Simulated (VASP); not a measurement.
# TaN (P-6m2) in VASP: notebook, part 2 of 2

VASP 6.6.1.

**3. Relaxation of cell and atoms, r2SCAN**

This run uses another cell than the first one: it holds 2 atoms, not 4.

Contents of POSCAR:

```
TaN
1.0
    2.9380000000      0.0000000000      0.0000000000
   -1.4690000000      2.5443826363      0.0000000000
    0.0000000000      0.0000000000      2.8830000000
Ta N
1 1
Direct
    0.3333333333      0.6666666667      0.5000000000
    0.0000000000      0.0000000000      0.0000000000
```

Contents of INCAR.step1:

```
SYSTEM = TaN
ALGO = Normal
EDIFF = 1E-4
ENCUT = 600
GGA = PE
ISMEAR = 0
LASPH = .True.
LCHARG = .False.
LREAL = .False.
LWAVE = .True.
NELM = 100
PREC = Accurate
SIGMA = 0.1
```

Contents of INCAR.step2:

```
SYSTEM = TaN
ALGO = Normal
EDIFF = 1E-6
EDIFFG = -0.005
ENCUT = 600
IBRION = 2
ISIF = 3
ISMEAR = 0
ISTART = 1
LASPH = .True.
LCHARG = .False.
LMIXTAU = .True.
LREAL = .False.
LWAVE = .False.
METAGGA = R2SCAN
NELM = 100
NSW = 100
PREC = Accurate
SIGMA = 0.1
```

Contents of KPOINTS:

```
k-points
0
Gamma
  18 18 14
  0 0 0
```

Potentials or basis: VASP PAW PBE potentials, release 64 (Ta_pv, N).

The run is started by

```sh
> cat potpaw_PBE.64/Ta_pv/POTCAR potpaw_PBE.64/N/POTCAR > POTCAR
> cp INCAR.step1 INCAR
> mpirun -np 1 vasp_std > vasp.out
> cp INCAR.step2 INCAR
> mpirun -np 1 vasp_std > vasp.out
```

OUTCAR:

```text
SYSTEM = TaN
   EDIFF = 1E-6
   EDIFFG = -0.005
   ENCUT = 600
   IBRION = 2
   ISIF = 3
   ISMEAR = 0
   ISTART = 1
   LASPH = .True.
   LREAL = .False.
   METAGGA = R2SCAN
   NELM = 100
   NSW = 100
   PREC = Accurate

 ion  position               nearest neighbor table
   1  0.333  0.667  0.500-   2 2.23   2 2.23   2 2.23   2 2.23   2 2.23   2 2.23
   2  0.000  0.000  0.000-   1 2.23   1 2.23   1 2.23   1 2.23   1 2.23   1 2.23

  LATTYP: Found a hexagonal cell.
 ALAT       =     2.9380000000
 C/A-ratio  =     0.9812797822

  Lattice vectors:

 A1 = (   2.9380000000,   0.0000000000,   0.0000000000)
 A2 = (  -1.4690000000,   2.5443826363,   0.0000000000)
 A3 = (   0.0000000000,   0.0000000000,   2.8830000000)

Analysis of symmetry for initial positions (statically):
=====================================================================
 Subroutine PRICEL returns:
 Original cell was already a primitive cell.

 Routine SETGRP: Setting up the symmetry group for a
 hexagonal supercell.

 Subroutine GETGRP returns: Found 12 space group operations
 (whereof 12 operations were pure point group operations)
 out of a pool of 24 trial point group operations.

The static configuration has the point symmetry D_3h.

Analysis of symmetry for dynamics (positions and initial velocities):
=====================================================================
 Subroutine PRICEL returns:
 Original cell was already a primitive cell.

 Routine SETGRP: Setting up the symmetry group for a
 hexagonal supercell.

 Subroutine GETGRP returns: Found 12 space group operations
 (whereof 12 operations were pure point group operations)
 out of a pool of 24 trial point group operations.

The dynamic configuration has the point symmetry D_3h.

 Subroutine INISYM returns: Found 12 space group operations
 (whereof 12 operations are pure point group operations),
 and found     1 'primitive' translations

----------------------------------------------------------------------------------------

                                     Primitive cell

  volume of cell :      21.5516

  direct lattice vectors                    reciprocal lattice vectors
     2.938000000  0.000000000  0.000000000     0.340367597  0.196511324  0.000000000
    -1.469000000  2.544382636  0.000000000     0.000000000  0.393022648  0.000000000
     0.000000000  0.000000000  2.883000000     0.000000000  0.000000000  0.346860909

  length of vectors
     2.938000000  2.938000000  2.883000000     0.393022648  0.393022648  0.346860909

  position of ions in fractional coordinates (direct lattice)
     0.333333333  0.666666667  0.500000000
     0.000000000  0.000000000  0.000000000

  ion indices of the primitive-cell ions
   primitive index   ion index
                 1           1
                 2           2

----------------------------------------------------------------------------------------

 KPOINTS: k-points

Automatic generation of k-mesh.
 Grid dimensions read from file:
 generate k-points for:   18   18   14

[... 47 lines left out ...]
   total plane-waves  NPLWV =  13824
   dimension x,y,z NGX =    24 NGY =   24 NGZ =   24
   dimension x,y,z NGXF=    48 NGYF=   48 NGZF=   48
   ions per type =               1   1
   NGX,Y,Z   is equivalent  to a cutoff of  13.58, 13.58, 13.84 a.u.
   NGXF,Y,Z  is equivalent  to a cutoff of  27.16, 27.16, 27.68 a.u.
 SYSTEM =  TaN
   PREC   = accura    normal or accurate (medium, high low for compatibility)
   ISTART =      1    job   : 0-new  1-cont  2-samecut
   ICHARG =      0    charge: 1-file 2-atom 10-const
   ISPIN  =      1    spin polarized calculation?
   LNONCOLLINEAR =      F non collinear calculations
   LSORBIT =      F    spin-orbit coupling
   LASPH  =      T    aspherical Exc in radial PAW
   ENCUT  =  600.0 eV  44.10 Ry    6.64 a.u.   5.87  5.87  5.76*2*pi/ulx,y,z
   NELM   =    100;   NELMIN=  2; NELMDL=  0     # of ELM steps
   EDIFF  = 0.1E-05   stopping-criterion for ELM
   LREAL  =      F    real-space projection
   EDIFFG = -.5E-02   stopping-criterion for IOM
   NSW    =    100    number of steps for IOM
   IBRION =      2    ionic relax: 0-MD 1-quasi-New 2-CG
   NFREE  =      1    steps in history (QN), initial steepest desc. (CG)
   ISIF   =      3    stress and relaxation
   ISYM   =      2    0-nonsym 1-usesym 2-fastsym
   POTIM  = 0.5000    time-step for ionic-motion
   TEBEG  =    0.0;   TEEND  =   0.0 temperature during run
   PSTRESS=    0.0 pullay stress
   NELECT =      16.0000    total number of electrons
   NUPDOWN=      -1.0000    fix difference up-down
   EMIN   =  10.00;   EMAX   =-10.00  energy-range for DOS
   EFERMI =   0.00;   METHOD = LEGACY
   ISMEAR =     0;   SIGMA  =   0.10  broadening in eV -4-tet -1-fermi 0-gaus
   EFERMI_NEDOS =   21; number of points for ismear=-14 and -15
   IALGO  =     38    algorithm
   IMIX   =      4    mixing-type and parameters
     AMIX     =   0.40;   BMIX     =  1.00
     AMIX_MAG =   1.60;   BMIX_MAG =  1.00
  volume/ion in A,a.u.               =      10.78        72.72
  Fermi-wavevector in a.u.,A,eV,Ry     =   1.482365  2.801264 29.897531  2.197407
  Thomas-Fermi vector in A             =   2.596160
   LORBIT       =      0    0 simple, 1 ext, 2 COOP (PROOUT), +10 PAW based schemes
   METAGGA = R2SCAN    functional components
   LHFCALC =     F    Hartree Fock is set to
   AEXX    =    0.0000 exact exchange contribution
   IVDW    =     0    specifies the selected vdW correction
   LEPSILON=     F    determine dielectric tensor
   LRPA    =     F    only Hartree local field effects (RPA)
 conjugate gradient relaxation of ions
 non-spin polarized calculation
 Gauss-broadening in eV      SIGMA  =   0.10
  energy-cutoff  :      600.00
  volume of cell :       21.55
 maximum number of plane-waves:       736
 NGX is ok and might be reduce to    24

--------------------------------------- Ionic step        1  -------------------------------------------

 number of electron      16.0000001 magnetization

 Free energy of the ion-electron system (eV)
  ---------------------------------------------------
  ext. energy  EPLUGINS =         0.00000000
  ---------------------------------------------------
  free energy    TOTEN  =       -60.39632451 eV

  energy without entropy =      -60.39607719  energy(sigma->0) =      -60.39620085

------------------------ aborting loop because EDIFF is reached ----------------------------------------

  FORCE on cell =-STRESS in cart. coord.  units (eV):
  Direction    XX          YY          ZZ          XY          YZ          ZX
  --------------------------------------------------------------------------------------
  -------------------------------------------------------------------------------------
  Total        0.1459869      0.1459869      0.2761894      0.0000000     -0.0000000      0.0000000
  in kB       10.8528930     10.8528930     20.5323552      0.0000000     -0.0000000      0.0000000
  external PRESSURE =      14.0793804 kB  Pullay stress =       0.0000000 kB
[... 239 lines left out ...]
--------------------------------------- Ionic step        8  -------------------------------------------

 number of electron      16.0000001 magnetization

 Free energy of the ion-electron system (eV)
  ---------------------------------------------------
  ext. energy  EPLUGINS =         0.00000000
  ---------------------------------------------------
  free energy    TOTEN  =       -60.39673895 eV

  energy without entropy =      -60.39649109  energy(sigma->0) =      -60.39661502

 E-fermi :   8.1771     XC(G=0): -14.3246

 val. band max:        8.1465953340   @ k =   0.0000   0.0000   0.4286
 cond. band min:       8.2065651317   @ k =   0.0556   0.0000   0.5000
 fundamental gap:      0.0599697977
 Fermi energy:         8.1770991820

 k-point     1 :       0.0000    0.0000    0.0000
  band No.  band energies     occupation
      1     -27.9763      2.00000
      2     -27.7141      2.00000
      3     -27.7141      2.00000
      4     -10.5998      2.00000
      5       3.3766      2.00000
      6       3.3766      2.00000
      7       3.7979      2.00000
      8       5.0306      2.00000
      9      10.6472      0.00000
     10      11.9081      0.00000
     11      11.9081      0.00000
     12      12.3839      0.00000
[... 331 lines left out ...]
 k-point    24 :       0.3889    0.1111    0.0000
  band No.  band energies     occupation
      1     -28.7072      2.00000
      2     -28.0249      2.00000
      3     -27.8304      2.00000
      4      -8.3229      2.00000
      5      -0.1996      2.00000
      6       2.7928      2.00000
      7       3.7192      2.00000
      8       5.7616      2.00000
      9      10.6785      0.00000
     10      11.3393      0.00000
     11      12.8998      0.00000
     12      14.5317      0.00000

 [... further k-points ...]
[... 5 lines left out ...]
  --------------------------------------------------------------------------------------
  -------------------------------------------------------------------------------------
  Total        0.0007341      0.0007341      0.0069243     -0.0000000     -0.0000000      0.0000000
  in kB        0.0543738      0.0543738      0.5128446     -0.0000000     -0.0000000      0.0000000
  external PRESSURE =       0.2071974 kB  Pullay stress =       0.0000000 kB
[... 17 lines left out ...]
  FREE ENERGIE OF THE ION-ELECTRON SYSTEM (eV)
  ---------------------------------------------------
  free  energy   TOTEN  =       -60.3967389475 eV

  energy  without entropy=      -60.3964910911  energy(sigma->0) =      -60.39661502

 reached required accuracy - stopping structural energy minimisation
```

It took 18 min on 1 thread of AMD EPYC 9R45 (Zen 5), shared host; peak memory 0.21 GiB.

What came out:

- Free energy: -60.3967 eV
- Relaxed volume: 10.82 Å³/atom
- Relaxed cell: a = 2.941 Å, b = 2.941 Å, c = 2.889 Å, α = 90.00°, β = 90.00°, γ = 120.00°
- Space group after relaxing (to 0.05 Å): P-6m2 (No. 187)
- Energy gained by relaxing: 0.2 meV/atom
- Ionic steps: 8
- Pressure after relaxing: 0.0 GPa
- Band gap on the k mesh: zero (band 8 reaches 8.35 eV, above the bottom of band 9 at 8.09 eV)

The path:
| step | energy change (eV) | largest force (eV/Å) | pressure (GPa) | volume (Å³) |
| --- | --- | --- | --- | --- |
| 1 | 0.0000 | 0.0000 | 1.41 | 21.55 |
| 2 | 0.0021 | 0.0000 | -3.53 | 21.85 |
| 3 | -0.0004 | 0.0000 | -0.02 | 21.64 |
| 4 | -0.0004 | 0.0000 | -0.02 | 21.64 |
| 5 | 0.0003 | 0.0000 | -1.81 | 21.74 |
| 6 | -0.0004 | 0.0000 | -0.08 | 21.64 |
| 7 | -0.0004 | 0.0000 | 0.15 | 21.62 |
| 8 | -0.0004 | 0.0000 | 0.02 | 21.63 |

Final structure:
```
CELL_PARAMETERS angstrom
2.94053 0.00000 0.00000
-1.47027 2.54658 0.00000
0.00000 0.00000 2.88881
ATOMIC_POSITIONS crystal
Ta 0.33333 0.66667 0.50000
N 0.00000 0.00000 0.00000
```

Caveat: the PAW data sets were made with another functional, which shifts forces and pressure a little; spin-orbit coupling is left out, which moves the levels of the heavy elements.
